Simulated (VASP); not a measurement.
Here is a VASP 6.6.1 calculation.

INCAR

```
SYSTEM = AlSi4NO8
PREC     = Accurate       ! precision mode
ENCUT    = 520            ! plane-wave cutoff, eV
EDIFF    = 1E-7           ! SCF threshold, eV
ISMEAR   = -1             ! smearing method
SIGMA    = 0.2482         ! smearing width, eV
LREAL    = .False.        ! projectors in reciprocal space
LASPH    = .True.         ! aspherical terms in the spheres
NELM     = 80             ! most SCF steps
ALGO     = Normal         ! electronic algorithm
ISIF     = 2              ! what is computed and relaxed
LWAVE    = .False.        ! write WAVECAR
LCHARG   = .False.        ! write CHGCAR
GGA      = PE             ! functional
NBANDS   = 49             ! bands
ISYM     = 0
```

KPOINTS

```
Automatic mesh
0
Gamma
  1 1 1
  0.25 0.25 0.25
```

The input POSCAR:

```
AlSi4NO8
1.0
    5.7572110000     -0.1084800000      0.0355500000
   -0.1084800000      5.9047110000     -0.0767980000
    0.0355500000     -0.0767980000      5.9747940000
Si O Al N
4 8 1 1
Direct
    0.1736395474      0.3668284510      0.3568787151
    0.6651537249      0.3137616949      0.0156547750
    0.0823998794      0.0204133428      0.0744570253
    0.4081791595      0.6936134284      0.7987521168
    0.2171714806     -0.1505373627      0.9089639886
    0.6423533318      0.5822991134      0.9228168781
    0.9206705835      0.5102019951      0.3559466073
    0.5368841487      0.0692541527      1.0619230301
    0.0855500307      1.0913257903      0.3532895585
    0.9528977572      0.2295056599     -0.0214817347
    0.5746828908      0.7688450348      0.5893009507
    0.2413217301      0.5118646654      0.6545136443
    0.6379186941      0.6563425885      0.3476377242
    0.4257481442      0.4169822032      0.2730050698
```

Potentials or basis: VASP PAW PBE potentials, release 64 (Si, O, Al, N).

The run is started by

```sh
$ cat potpaw_PBE.64/Si/POTCAR potpaw_PBE.64/O/POTCAR potpaw_PBE.64/Al/POTCAR potpaw_PBE.64/N/POTCAR > POTCAR
$ mpirun -np 1 vasp_std > vasp.out
```

(1) Estimate the band gap on the k mesh.

(2) Estimate the pressure.

Results:

(1) 1.33 eV.

(2) -3.5 GPa.

Caveat: the k points lie up to 1.09 Å⁻¹ apart.
